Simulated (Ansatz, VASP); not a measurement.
## Two plane-wave programs on B3As2N

File INCAR:

```
ALGO = Normal
EDIFF = 1E-7
ENCUT = 520
GGA = PE
ISIF = 2
ISMEAR = -1
LASPH = T
LCHARG = F
LREAL = F
LWAVE = F
NBANDS = 21
NELM = 80
PREC = Accurate
SIGMA = 0.02
```

KPOINTS

```
k-points
0
Gamma
  12 12 12
```

The input POSCAR:

```
B3As2N
1.0
   -1.5705983282      1.5705983282      6.6409477669
    1.5705983282     -1.5705983282      6.6409477669
    1.5705983282      1.5705983282     -6.6409477669
N B As
1 3 2
Direct
    0.0000000000      0.0000000000      0.0000000000
    0.5637044461      0.0637044461      0.5000000000
    0.2500000000      0.7500000000      0.5000000000
    0.9362955539      0.4362955539      0.5000000000
    0.6574701365      0.6574701365      0.0000000000
    0.3425298635      0.3425298635      0.0000000000
```

Input for Ansatz:

```yaml
crystal:
  lattice:
    - [-1.5705983282, 1.5705983282, 6.6409477669]
    - [1.5705983282, -1.5705983282, 6.6409477669]
    - [1.5705983282, 1.5705983282, -6.6409477669]
  atoms:
    - { symbol: "N", position: [0.0, 0.0, 0.0] }
    - { symbol: B, position: [0.5637044461, 0.0637044461, 0.5] }
    - { symbol: As, position: [0.6574701365, 0.6574701365, 0.0] }
    - { symbol: B, position: [0.25, 0.75, 0.5] }
    - { symbol: As, position: [0.3425298635, 0.3425298635, 0.0] }
    - { symbol: B, position: [0.9362955539, 0.4362955539, 0.5] }
kpoints:
  mp_grid: { grid: [12, 12, 12] }
  band_path:
    path:
      - [[0.0, 0.0, 0.0], [1.58181298225e-17, -1.58181298225e-17, 0.5], [0.25, 0.25, 0.25], [1.57169051925e-17, 0.5, -1.57169051925e-17], [0.0, 0.0, 0.0], [0.5, 0.5, -0.5], [0.2639833150166, 0.7360166849834, -0.2639833150166]]
      - [[-0.2639833150166, 0.2639833150166, 0.2639833150166], [0.0, 0.0, 0.0]]
      - [[1.58181298225e-17, -1.58181298225e-17, 0.5], [-0.02796663003329, 0.02796663003329, 0.5]]
      - [[0.5, 0.5, -0.02796663003329], [0.5, 0.5, -0.5]]
    npoints: 10
hamiltonian:
  xc: pbe
scf:
  occupations: { method: fermi_dirac, width: 0.02 }
  n_extra_bands: 5
output:
  forces: true
  stress: true
  eigenvalues: true
```

Alike in both runs: task single point; functional PBE; k mesh 12 × 12 × 12; occupations fermi-dirac, width 0.02 eV; no spin polarisation.

```csv
,VASP,Ansatz
version,VASP 6.6.1,Ansatz 0.2.0
potentials or method,"VASP PAW PBE potentials, release 64 (N, B, As)","plane waves, PAW"
plane-wave cutoff (eV),520,420
valence electrons in the cell,24,44
```

```tsv
	VASP	Ansatz	Ansatz less VASP
pressure (GPa)	3.2	2.4	-0.84
rms of the force components (eV/Å)	0.099	0.074	-0.0257
```

With one functional, cell and mesh, what is left measures potentials, basis and numerics. VASP's potentials hold 24 valence electrons a cell and Ansatz's 44, so a difference there can come from the potentials and not from the codes.
